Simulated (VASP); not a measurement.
# NiSb (P6_3/mmc) in VASP: further runs, part 2 of 2

VASP 6.6.1.

### Step 4. Single point, PBE (biaxial strain in the a-b plane: -3.0 %, then relaxed in part)

INCAR reads:

```
SYSTEM = NiSb
ALGO = Normal
EDIFF = 1E-6
ENCUT = 520
GGA = PE
ISIF = 2
ISMEAR = 0
LASPH = .TRUE.
LCHARG = .FALSE.
LREAL = .FALSE.
LWAVE = .FALSE.
NBANDS = 23
NELM = 100
PREC = Accurate
SIGMA = 0.1
```

KPOINTS reads:

```
k-points
0
G
  18 18 10
  0 0 0
```

POSCAR reads:

```
NiSb
1.0
    3.8566922910      0.0000000000      0.0000000000
   -1.9283461455      3.3399934986      0.0000000000
    0.0000000000      0.0000000000      5.3033551994
Ni Sb
2 2
Direct
    0.0000000000      0.0000000000      0.0000000000
    0.0000000000      0.0000000000      0.5000000000
    0.3333333333      0.6666666667      0.2500000000
    0.6666666667      0.3333333333      0.7500000000
```

Potentials or basis: VASP PAW PBE potentials, release 64 (Ni, Sb).

Started as:

```
$ cat potpaw_PBE.64/Ni/POTCAR potpaw_PBE.64/Sb/POTCAR > POTCAR
$ mpirun -np 1 vasp_std > vasp.out
```

OUTCAR:

```text
SYSTEM = NiSb
   EDIFF = 1E-6
   ENCUT = 520
   GGA = PE
   ISIF = 2
   ISMEAR = 0
   LASPH = .TRUE.
   LREAL = .FALSE.
   NELM = 100
   PREC = Accurate

 ion  position               nearest neighbor table
   1  0.000  0.000  0.000-   3 2.59   4 2.59   4 2.59   3 2.59   4 2.59   3 2.59   2 2.65   2 2.65

   2  0.000  0.000  0.500-   3 2.59   4 2.59   4 2.59   3 2.59   4 2.59   3 2.59   1 2.65   1 2.65

   3  0.333  0.667  0.250-   1 2.59   2 2.59   1 2.59   2 2.59   1 2.59   2 2.59   4 3.46   4 3.46
                             4 3.46   4 3.46   4 3.46   4 3.46
   4  0.667  0.333  0.750-   1 2.59   2 2.59   1 2.59   2 2.59   1 2.59   2 2.59   3 3.46   3 3.46
                             3 3.46   3 3.46   3 3.46   3 3.46

  LATTYP: Found a hexagonal cell.
 ALAT       =     3.8566922910
 C/A-ratio  =     1.3751045713

  Lattice vectors:

 A1 = (   3.8566922910,   0.0000000000,   0.0000000000)
 A2 = (  -1.9283461455,   3.3399934986,   0.0000000000)
 A3 = (   0.0000000000,   0.0000000000,   5.3033551994)

Analysis of symmetry for initial positions (statically):
=====================================================================
 Subroutine PRICEL returns:
 Original cell was already a primitive cell.

 Routine SETGRP: Setting up the symmetry group for a
 hexagonal supercell.

 Subroutine GETGRP returns: Found 24 space group operations
 (whereof 12 operations were pure point group operations)
 out of a pool of 24 trial point group operations.

The static configuration has the point symmetry D_3d.
 The point group associated with its full space group is D_6h.

Analysis of symmetry for dynamics (positions and initial velocities):
=====================================================================
 Subroutine PRICEL returns:
 Original cell was already a primitive cell.

 Routine SETGRP: Setting up the symmetry group for a
 hexagonal supercell.

[... 120 lines left out ...]
   NELECT =      30.0000    total number of electrons
   NUPDOWN=      -1.0000    fix difference up-down
   EMIN   =  10.00;   EMAX   =-10.00  energy-range for DOS
   EFERMI =   0.00;   METHOD = LEGACY
   ISMEAR =     0;   SIGMA  =   0.10  broadening in eV -4-tet -1-fermi 0-gaus
   EFERMI_NEDOS =   21; number of points for ismear=-14 and -15
   IALGO  =     38    algorithm
   IMIX   =      4    mixing-type and parameters
     AMIX     =   0.40;   BMIX     =  1.00
     AMIX_MAG =   1.60;   BMIX_MAG =  1.00
  volume/ion in A,a.u.               =      17.08       115.25
  Fermi-wavevector in a.u.,A,eV,Ry     =   1.244356  2.351493 21.067574  1.548423
  Thomas-Fermi vector in A             =   2.378627
   LORBIT       =      0    0 simple, 1 ext, 2 COOP (PROOUT), +10 PAW based schemes
   GGA     = PE    functional components
   LHFCALC =     F    Hartree Fock is set to
   AEXX    =    0.0000 exact exchange contribution
   IVDW    =     0    specifies the selected vdW correction
   LEPSILON=     F    determine dielectric tensor
   LRPA    =     F    only Hartree local field effects (RPA)
 non-spin polarized calculation
 Gauss-broadening in eV      SIGMA  =   0.10
  energy-cutoff  :      520.00
  volume of cell :       68.31
 maximum number of plane-waves:      1864
 NGX is ok and might be reduce to    30
   NGX = 15   NGY = 15   NGZ = 19

 number of electron      29.9999975 magnetization

 Free energy of the ion-electron system (eV)
  ---------------------------------------------------
  ext. energy  EPLUGINS =         0.00000000
  ---------------------------------------------------
  free energy    TOTEN  =       -20.23487560 eV

  energy without entropy =      -20.22486434  energy(sigma->0) =      -20.22986997

 E-fermi :  10.1316     XC(G=0): -11.5396

 val. band max:       10.1291436660   @ k =   0.0556   0.0556   0.0000
 cond. band min:      10.1323333574   @ k =   0.3889   0.1111   0.0000
 fundamental gap:      0.0031896914
 Fermi energy:        10.1316235142

 k-point     1 :       0.0000    0.0000    0.0000
  band No.  band energies     occupation
      1      -2.9095      2.00000
      2       1.2898      2.00000
      3       3.6077      2.00000
      4       6.2620      2.00000
      5       6.2620      2.00000
      6       6.9971      2.00000
[... 613 lines left out ...]
     22      17.7881      0.00000
     23      19.9978      0.00000

 [... further k-points ...]
[... 5 lines left out ...]
  --------------------------------------------------------------------------------------
  -------------------------------------------------------------------------------------
  Total        2.6808987      2.6808987     -0.0361970      0.0000000      0.0000000      0.0000000
  in kB       62.8752399     62.8752399     -0.8489288      0.0000000      0.0000000      0.0000000
  external PRESSURE =      41.6338503 kB  Pullay stress =       0.0000000 kB

 VOLUME and BASIS-vectors are now :
 -----------------------------------------------------------------------------
  energy-cutoff  :      520.00
  volume of cell :       68.31
      direct lattice vectors                 reciprocal lattice vectors
     3.856692291  0.000000000  0.000000000     0.259289548  0.149700890  0.000000000
    -1.928346145  3.339993499  0.000000000     0.000000000  0.299401780  0.000000000
     0.000000000  0.000000000  5.303355199     0.000000000  0.000000000  0.188559876

 POSITION                                       TOTAL-FORCE (eV/Angst)
 -----------------------------------------------------------------------------------
      0.00000      0.00000      0.00000         0.000000      0.000000     -0.000000
      0.00000      0.00000      2.65168         0.000000      0.000000     -0.000000
     -0.00000      2.22666      1.32584         0.000000      0.000000      0.000000
      1.92835      1.11333      3.97752        -0.000000      0.000000      0.000000
 -----------------------------------------------------------------------------------
    total drift:                                0.000000     -0.000000     -0.000000

  FREE ENERGIE OF THE ION-ELECTRON SYSTEM (eV)
  ---------------------------------------------------
  free  energy   TOTEN  =       -20.2348755957 eV

  energy  without entropy=      -20.2248643379  energy(sigma->0) =      -20.22986997
```

stdout:

```text
POSCAR found type information on POSCAR NiSb
 POSCAR found :  2 types and       4 ions
 scaLAPACK will be used
 LDA part: xc-table for (Slater+PW92), standard interpolation
 POSCAR, INCAR and KPOINTS ok, starting setup
 FFT: planning ... GRIDC
 FFT: planning ... GRID_SOFT
 FFT: planning ... GRID
 WAVECAR not read
 entering main loop
```

It took 6.3 min on 1 thread of Oxide Virtual Turin-like, shared host; peak memory 0.39 GiB.

Results:

```
Free energy            : -20.2349 eV
Pressure               : 4.2 GPa
Band gap on the k mesh : zero (band 15 reaches 12.37 eV, above the bottom of band 16 at 8.78 eV)
```

Stress tensor (GPa, compression positive):
```
 6.29  0.00  0.00
 0.00  6.29  0.00
 0.00  0.00 -0.08
```

Caveat: the cell differs from its parent crystal (biaxial strain in the a-b plane: -3.0 %, then relaxed in part); spin-orbit coupling is left out, which moves the levels of the heavy elements. Spin polarisation is off, so any magnetic state and its effect on volume and gap are missing.

### Step 5. Single point, PBE (biaxial strain in the a-b plane: -2.0 %)

INCAR reads:

```
SYSTEM = NiSb
ALGO     = Normal         ! electronic algorithm
EDIFF    = 1E-6           ! SCF threshold, eV
ENCUT    = 520            ! plane-wave cutoff, eV
GGA      = PE             ! functional
ISIF     = 2              ! what is computed and relaxed
ISMEAR   = 0              ! smearing method
LASPH    = .TRUE.         ! aspherical terms in the spheres
LCHARG   = .FALSE.        ! write CHGCAR
LREAL    = .FALSE.        ! projectors in reciprocal space
LWAVE    = .FALSE.        ! write WAVECAR
NBANDS   = 23             ! bands
NELM     = 80             ! most SCF steps
PREC     = Accurate       ! precision mode
SIGMA    = 0.1            ! smearing width, eV
```

KPOINTS is that of step 4.

POSCAR reads:

```
NiSb
1.0
    3.8964520053      0.0000000000      0.0000000000
   -1.9482260027      3.3744264212      0.0000000000
    0.0000000000      0.0000000000      5.2187612967
Ni Sb
2 2
Direct
    0.0000000000      0.0000000000      0.0000000000
    0.0000000000      0.0000000000      0.5000000000
    0.3333333333      0.6666666667      0.2500000000
    0.6666666667      0.3333333333      0.7500000000
```

Potentials or basis: VASP PAW PBE potentials, release 64 (Ni, Sb).

Started as:

```
$ cat potpaw_PBE.64/Ni/POTCAR potpaw_PBE.64/Sb/POTCAR > POTCAR
$ mpirun -np 1 vasp_std > vasp.out
```

OUTCAR:

```text
SYSTEM = NiSb
   EDIFF = 1E-6
   ENCUT = 520
   GGA = PE
   ISIF = 2
   ISMEAR = 0
   LASPH = .TRUE.
   LREAL = .FALSE.
   NELM = 80
   PREC = Accurate

 ion  position               nearest neighbor table
   1  0.000  0.000  0.000-   3 2.60   4 2.60   4 2.60   3 2.60   4 2.60   3 2.60   2 2.61   2 2.61

   2  0.000  0.000  0.500-   3 2.60   4 2.60   4 2.60   3 2.60   4 2.60   3 2.60   1 2.61   1 2.61

   3  0.333  0.667  0.250-   1 2.60   2 2.60   1 2.60   2 2.60   1 2.60   2 2.60   4 3.45   4 3.45
[... 831 lines left out ...]
  Direction    XX          YY          ZZ          XY          YZ          ZX
  --------------------------------------------------------------------------------------
  -------------------------------------------------------------------------------------
  Total        1.9422960      1.9422960      0.4378654     -0.0000000      0.0000000      0.0000000
  in kB       45.3512505     45.3512505     10.2238514     -0.0000000      0.0000000      0.0000000
  external PRESSURE =      33.6421175 kB  Pullay stress =       0.0000000 kB

 VOLUME and BASIS-vectors are now :
 -----------------------------------------------------------------------------
  energy-cutoff  :      520.00
  volume of cell :       68.62
      direct lattice vectors                 reciprocal lattice vectors
     3.896452005  0.000000000  0.000000000     0.256643736  0.148173330  0.000000000
    -1.948226003  3.374426421  0.000000000     0.000000000  0.296346660  0.000000000
     0.000000000  0.000000000  5.218761297     0.000000000  0.000000000  0.191616352

 POSITION                                       TOTAL-FORCE (eV/Angst)
 -----------------------------------------------------------------------------------
      0.00000      0.00000      0.00000        -0.000000      0.000000     -0.000000
      0.00000      0.00000      2.60938        -0.000000      0.000000     -0.000000
     -0.00000      2.24962      1.30469        -0.000000      0.000000      0.000000
      1.94823      1.12481      3.91407         0.000000     -0.000000      0.000000
 -----------------------------------------------------------------------------------
    total drift:                                0.000000     -0.000000     -0.000000

  FREE ENERGIE OF THE ION-ELECTRON SYSTEM (eV)
  ---------------------------------------------------
  free  energy   TOTEN  =       -20.2793624558 eV

  energy  without entropy=      -20.2698560107  energy(sigma->0) =      -20.27460923
```

Wall time 5.4 min (1 thread of Oxide Virtual Turin-like, shared host); peak memory 0.39 GiB.

What came out:

```
Free energy            : -20.2794 eV
Pressure               : 3.4 GPa
Band gap on the k mesh : zero (band 15 reaches 12.19 eV, above the bottom of band 16 at 8.73 eV)
```

Caveat: the cell differs from its parent crystal (biaxial strain in the a-b plane: -2.0 %); spin-orbit coupling is left out, which moves the levels of the heavy elements. Spin polarisation is off, so any magnetic state and its effect on volume and gap are missing.

### Step 6. The runs side by side

| task | cell | k mesh | cutoff (eV) | gap on the mesh (eV) | pressure (GPa) |
| --- | --- | --- | --- | --- | --- |
| relaxation of cell and atoms | relaxed to 40 GPa from a = 3.708, b = 3.708, c = 4.808 Å, angles 90.0, 90.0, 120.0°, 4 atoms | 12 × 12 × 10 | 600 | none | 40.0 |
| single point | a = 3.857, b = 3.857, c = 5.250 Å, angles 90.0, 90.0, 120.0°, 4 atoms | 18 × 18 × 10 | 520 | none | 5.4 |
| single point | a = 3.857, b = 3.857, c = 5.303 Å, angles 90.0, 90.0, 120.0°, 4 atoms | 18 × 18 × 10 | 520 | none | 4.2 |
| single point | a = 3.896, b = 3.896, c = 5.219 Å, angles 90.0, 90.0, 120.0°, 4 atoms | 18 × 18 × 10 | 520 | none | 3.4 |

Alike in all rows: level PBE; potentials or basis VASP PAW PBE potentials, release 64 (Ni, Sb); no spin polarisation; smearing gaussian 0.1 eV.

Caveats: spin-orbit coupling is left out, which moves the levels of the heavy elements; the cell is relaxed towards a set pressure, so the enthalpy falls and the energy may rise (some runs).

Total energies depend on the potentials used, so only differences within one code and one set of settings carry meaning.
